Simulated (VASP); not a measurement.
# Ru (Cmce) in VASP: further runs, part 2 of 2

VASP 6.6.1. Earlier steps stand in the parts before.

## (3) Single point, PBEsol

This run uses another cell than the first one, of 14.28 Å³/atom, 1.007 times its volume.

File INCAR:

```
SYSTEM = Ru
ALGO = Normal
EDIFF = 1E-6
ENCUT = 520
GGA = PS
ISIF = 2
ISMEAR = 0
LASPH = .True.
LCHARG = .False.
LREAL = .False.
LWAVE = .False.
NBANDS = 36
NELM = 100
PREC = Accurate
SIGMA = 0.1
```

File KPOINTS:

```
k-points
0
Gamma
  18 18 10
  0 0 0
```

File POSCAR:

```
Ru
1.0
    1.3553958657     -4.5900191604      0.0000000000
    1.3553958657      4.5900191604      0.0000000000
    0.0000000000      0.0000000000      4.5897329160
Ru
4
Direct
    0.1266930091      0.8733069909      0.9818925328
    0.6266930091      0.3733069909      0.5181074672
    0.8733069909      0.1266930091      0.0181074672
    0.3733069909      0.6266930091      0.4818925328
```

Potentials or basis: VASP PAW PBE potentials, release 64 (Ru_pv).

Command:

```
cat potpaw_PBE.64/Ru_pv/POTCAR > POTCAR
mpirun -np 1 vasp_std > vasp.out
```

OUTCAR:

```text
SYSTEM = Ru
   EDIFF = 1E-6
   ENCUT = 520
   GGA = PS
   ISIF = 2
   ISMEAR = 0
   LASPH = .True.
   LREAL = .False.
   NELM = 100
   PREC = Accurate

 ion  position               nearest neighbor table
   1  0.127  0.873  0.982-   3 2.33   2 2.52   2 2.52   3 2.64   3 2.64   2 2.81   2 2.81   4 3.22
                             4 3.22
   2  0.627  0.373  0.518-   4 2.33   1 2.52   1 2.52   4 2.64   4 2.64   1 2.81   1 2.81   3 3.22
                             3 3.22
   3  0.873  0.127  0.018-   1 2.33   4 2.52   4 2.52   1 2.64   1 2.64   4 2.81   4 2.81   2 3.22
                             2 3.22
   4  0.373  0.627  0.482-   2 2.33   3 2.52   3 2.52   2 2.64   2 2.64   3 2.81   3 2.81   1 3.22
                             1 3.22

  LATTYP: Found a base centered orthorhombic cell.
 ALAT       =     2.7107917314
 B/A-ratio  =     3.3864786492
 C/A-ratio  =     1.6931337302

  Lattice vectors:

 A1 = (   1.3553958657,  -4.5900191604,   0.0000000000)
 A2 = (   1.3553958657,   4.5900191604,   0.0000000000)
 A3 = (   0.0000000000,   0.0000000000,   4.5897329160)

Analysis of symmetry for initial positions (statically):
[... 174 lines left out ...]
  ---------------------------------------------------
  free energy    TOTEN  =       -38.11442005 eV

  energy without entropy =      -38.09263786  energy(sigma->0) =      -38.10352895

 E-fermi :  11.9105     XC(G=0): -13.8983

 val. band max:       11.9102230794   @ k =   0.2778   0.1667   0.2000
 cond. band min:      11.9109810745   @ k =   0.2778   0.2222   0.3000
 fundamental gap:      0.0007579951
 Fermi energy:        11.9104532445

 k-point     1 :       0.0000    0.0000    0.0000
  band No.  band energies     occupation
      1     -31.8111      2.00000
      2     -31.6128      2.00000
      3     -31.5653      2.00000
      4     -31.3318      2.00000
      5     -30.7287      2.00000
      6     -30.7128      2.00000
[... 925 lines left out ...]
     35      16.6276      0.00000
     36      20.0717      0.00000

 [... further k-points ...]
[... 5 lines left out ...]
  --------------------------------------------------------------------------------------
  -------------------------------------------------------------------------------------
  Total       -0.0490470      0.1512868      0.0003960      0.0000000      0.0000000      0.0000000
  in kB       -1.3760199      4.2443722      0.0111101      0.0000000      0.0000000      0.0000000
  external PRESSURE =       0.9598208 kB  Pullay stress =       0.0000000 kB

 VOLUME and BASIS-vectors are now :
 -----------------------------------------------------------------------------
  energy-cutoff  :      520.00
  volume of cell :       57.11
      direct lattice vectors                 reciprocal lattice vectors
     1.355395866 -4.590019160  0.000000000     0.368895916 -0.108932007  0.000000000
     1.355395866  4.590019160  0.000000000     0.368895916  0.108932007  0.000000000
     0.000000000  0.000000000  4.589732916     0.000000000  0.000000000  0.217877602

 POSITION                                       TOTAL-FORCE (eV/Angst)
 -----------------------------------------------------------------------------------
      1.35540      3.42697      4.50662         0.000000     -0.046460      0.007240
      1.35540     -1.16305      2.37797         0.000000     -0.046460     -0.007240
      1.35540     -3.42697      0.08311         0.000000      0.046460     -0.007240
      1.35540      1.16305      2.21176         0.000000      0.046460      0.007240
 -----------------------------------------------------------------------------------
    total drift:                                0.000000     -0.000000      0.000000

  FREE ENERGIE OF THE ION-ELECTRON SYSTEM (eV)
  ---------------------------------------------------
  free  energy   TOTEN  =       -38.1144200471 eV

  energy  without entropy=      -38.0926378560  energy(sigma->0) =      -38.10352895
```

OSZICAR:

```text
N       E                     dE             d eps       ncg     rms          rms(c)
DAV:   1     0.673053123989E+03    0.67305E+03   -0.34195E+04 39312   0.172E+03
DAV:   2    -0.197529915046E+02   -0.69281E+03   -0.67593E+03 41256   0.535E+02
DAV:   3    -0.403320283730E+02   -0.20579E+02   -0.19828E+02 42416   0.976E+01
DAV:   4    -0.406302382408E+02   -0.29821E+00   -0.29740E+00 45352   0.102E+01
DAV:   5    -0.406364908098E+02   -0.62526E-02   -0.62521E-02 44324   0.141E+00    0.260E+01
DAV:   6    -0.382933453903E+02    0.23431E+01   -0.65187E+00 40872   0.183E+01    0.757E+00
DAV:   7    -0.381310297912E+02    0.16232E+00   -0.54649E-01 42396   0.470E+00    0.198E+00
DAV:   8    -0.381143377164E+02    0.16692E-01   -0.26491E-02 42984   0.132E+00    0.178E-01
DAV:   9    -0.381143715664E+02   -0.33850E-04   -0.99225E-04 45608   0.211E-01    0.845E-02
DAV:  10    -0.381144207629E+02   -0.49197E-04   -0.12506E-04 44388   0.753E-02    0.280E-02
DAV:  11    -0.381144200471E+02    0.71583E-06   -0.70021E-06 45912   0.206E-02
   1 F= -.38114420E+02 E0= -.38103529E+02  d E =-.217822E-01
```

stdout:

```text
POSCAR found type information on POSCAR Ru
 POSCAR found :  1 types and       4 ions
 scaLAPACK will be used
 -----------------------------------------------------------------------------
|                                                                             |
|                                                                             |
|     You enforced a specific xc type in the INCAR file but a different       |
|     I HOPE YOU KNOW WHAT YOU ARE DOING!                                     |
|                                                                             |
 -----------------------------------------------------------------------------

 LDA part: xc-table for (Slater+PW92), standard interpolation
 POSCAR, INCAR and KPOINTS ok, starting setup
 FFT: planning ... GRIDC
 FFT: planning ... GRID_SOFT
 FFT: planning ... GRID
 WAVECAR not read
 entering main loop
```

Wall time 9.6 min (1 thread of AMD EPYC 9R45 (Zen 5), shared host); peak memory 0.77 GiB.

What came out:

* Free energy: -38.1144 eV
* Pressure: 0.1 GPa
* Largest force: 0.047 eV/Å
* Band gap on the k mesh: zero (band 28 reaches 13.51 eV, above the bottom of band 29 at 11.30 eV)

Forces on the atoms (eV/Å):
```
Ru   0.000 -0.046  0.007
Ru   0.000 -0.046 -0.007
Ru   0.000  0.046 -0.007
Ru   0.000  0.046  0.007
```

Levels at points of the mesh, in eV from the Fermi level:
```csv
k point,band 25,band 26,band 27,band 28,band 29,band 30,band 31,band 32
"(0.00, 0.00, 0.00)",-0.94,-0.87,-0.23,-0.11,0.06,0.38,0.51,1.20
"(0.50, 0.00, 0.00)",-1.18,-1.18,-0.45,-0.45,0.35,0.35,1.86,1.86
"(0.50, 0.50, 0.00)",-1.80,-1.76,-1.28,-0.87,0.56,0.99,1.70,1.86
"(0.00, 0.00, 0.50)",-1.03,-1.03,-0.92,-0.92,-0.30,-0.30,0.47,0.47
"(0.50, 0.00, 0.50)",-0.16,-0.16,0.75,0.75,1.76,1.76,1.98,1.98
"(0.50, 0.50, 0.50)",-1.39,-1.39,-1.25,-1.25,-0.02,-0.02,0.35,0.35
```

Caveat: the PAW data sets were made with another functional, which shifts forces and pressure a little.
